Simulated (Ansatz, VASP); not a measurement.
## One calculation of AlGa3N4, two programs

INCAR

```
SYSTEM = AlGa3N4
ALGO     = Normal         ! electronic algorithm
EDIFF    = 1E-7           ! SCF threshold, eV
ENCUT    = 520            ! plane-wave cutoff, eV
GGA      = CA             ! functional
ISIF     = 2              ! what is computed and relaxed
ISMEAR   = 0              ! smearing method
LASPH    = .TRUE.         ! aspherical terms in the spheres
LCHARG   = .FALSE.        ! write CHGCAR
LREAL    = .FALSE.        ! projectors in reciprocal space
LWAVE    = .FALSE.        ! write WAVECAR
NBANDS   = 41             ! bands
NELM     = 100            ! most SCF steps
PREC     = Accurate       ! precision mode
SIGMA    = 0.05           ! smearing width, eV
```

The input KPOINTS:

```
k-points
0
G
  6 6 6
  0 0 0
```

POSCAR

```
AlGa3N4
1.0
    4.5595547306      0.0000000000      0.0000000000
    0.0000000000      4.5595547306      0.0000000000
    0.0000000000      0.0000000000      4.5595547306
Al Ga N
1 3 4
Direct
    0.0000000000      0.0000000000      0.0000000000
    0.5000000000      0.5000000000      0.0000000000
    0.5000000000      0.0000000000      0.5000000000
    0.0000000000      0.5000000000      0.5000000000
    0.7548078379      0.7548078379      0.2451921621
    0.7548078379      0.2451921621      0.7548078379
    0.2451921621      0.7548078379      0.7548078379
    0.2451921621      0.2451921621      0.2451921621
```

Input for Ansatz:

```yaml
crystal:
  lattice:
    - [4.5595547306, 0.0, 0.0]
    - [0.0, 4.5595547306, 0.0]
    - [0.0, 0.0, 4.5595547306]
  atoms:
    - { symbol: Al, position: [0.0, 0.0, 0.0] }
    - { symbol: Ga, position: [0.5, 0.5, 0.0] }
    - { symbol: Ga, position: [0.5, 0.0, 0.5] }
    - { symbol: Ga, position: [0.0, 0.5, 0.5] }
    - { symbol: "N", position: [0.7548078379, 0.7548078379, 0.2451921621] }
    - { symbol: "N", position: [0.7548078379, 0.2451921621, 0.7548078379] }
    - { symbol: "N", position: [0.2451921621, 0.7548078379, 0.7548078379] }
    - { symbol: "N", position: [0.2451921621, 0.2451921621, 0.2451921621] }
basis:
  ecutwfc: 520.0
kpoints:
  mp_grid: { grid: [6, 6, 6] }
hamiltonian:
  xc: lda
  pseudopotentials: { kind: paw, azcp: { folder: soft_1 } }
scf:
  occupations: { method: gaussian, width: 0.05 }
output:
  forces: true
  stress: true
  eigenvalues: true
```

Change from the starting cell: equal engineering shear yz, xz and xy +0.0000, equal normal strain along x, y and z +0.0300.

Alike in both runs: task single point; functional LDA; k mesh 6 × 6 × 6; occupations gaussian, width 0.05 eV; no spin polarisation.

|  | VASP | Ansatz |
| --- | --- | --- |
| version | VASP 6.6.1 | Ansatz 0.2.0 |
| potentials or method | VASP PAW LDA potentials, release 64 (Al, Ga_d, N), cutoff 520 eV | scalar-relativistic, plane waves, PAW |
| valence electrons in the cell | 62 | 62 |

Ansatz gave:

| Item | Value |
| --- | --- |
| gap on the k mesh at the Fermi level (eV) | 1.94 |
| least direct gap on the mesh (eV) | 1.94 |
| pressure (GPa) | -15.0 |
| rms of the force components (eV/Å) | 0.003 |

Problem. What did VASP give for the same quantities?

Solution. gap on the k mesh at the Fermi level (eV): 1.95; least direct gap on the mesh (eV): 1.95; pressure (GPa): -14.3; rms of the force components (eV/Å): 0.008.

Ansatz warns that its potentials were made for another functional, while VASP's fit it. LDA's correlation is that of Perdew and Zunger in VASP and of Perdew and Wang (1992) in Ansatz. Atom by atom the forces differ by 0.010 eV/Å (rms over components).
